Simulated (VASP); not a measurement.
Here is a VASP 6.6.1 calculation.

POSCAR

```
HgTe
1.0
    3.7903382949      0.0000000000      0.0000000000
    0.0000000000      3.7903382949      0.0000000000
    0.0000000000      0.0000000000      3.7903382949
Hg Te
1 1
Direct
    0.0000000000      0.0000000000      0.0000000000
    0.5000000000      0.5000000000      0.5000000000
```

The input INCAR.step1:

```
ALGO = Normal
EDIFF = 1E-5
ENCUT = 520
GGA = PE
ISIF = 2
ISMEAR = -1
LASPH = True
LREAL = False
LWAVE = True
NBANDS = 16
NELM = 60
PREC = Accurate
SIGMA = 0.02
```

Contents of INCAR.step2:

```
AEXX = 0.15
ALGO = Normal
EDIFF = 1E-6
ENCUT = 520
GGA = PE
HFSCREEN = 0.1
ISIF = 2
ISMEAR = -1
ISTART = 1
LASPH = True
LCHARG = True
LELF = True
LHFCALC = True
LREAL = False
LVHAR = True
LWAVE = False
NBANDS = 16
NELM = 60
PREC = Accurate
PRECFOCK = Normal
SIGMA = 0.02
```

File KPOINTS:

```
k-points
0
Gamma
  4 4 4
```

Potentials or basis: VASP PAW PBE potentials, release 64 (Hg, Te).

Run with:

```sh
$ cat potpaw_PBE.64/Hg/POTCAR potpaw_PBE.64/Te/POTCAR > POTCAR
$ cp INCAR.step1 INCAR
$ mpirun -np 1 vasp_std > vasp.out
$ cp INCAR.step2 INCAR
$ mpirun -np 1 vasp_std > vasp.out
```

(1) Predict the band gap on the k mesh.

(2) Estimate the pressure.

## Answers

(1) zero (band 9 reaches 5.35 eV, above the bottom of band 10 at 3.53 eV).

(2) -0.8 GPa.

Caveat: the k points lie up to 0.41 Å⁻¹ apart; the PAW data sets were made with another functional, which shifts forces and pressure a little; spin-orbit coupling is left out, which moves the levels of the heavy elements.
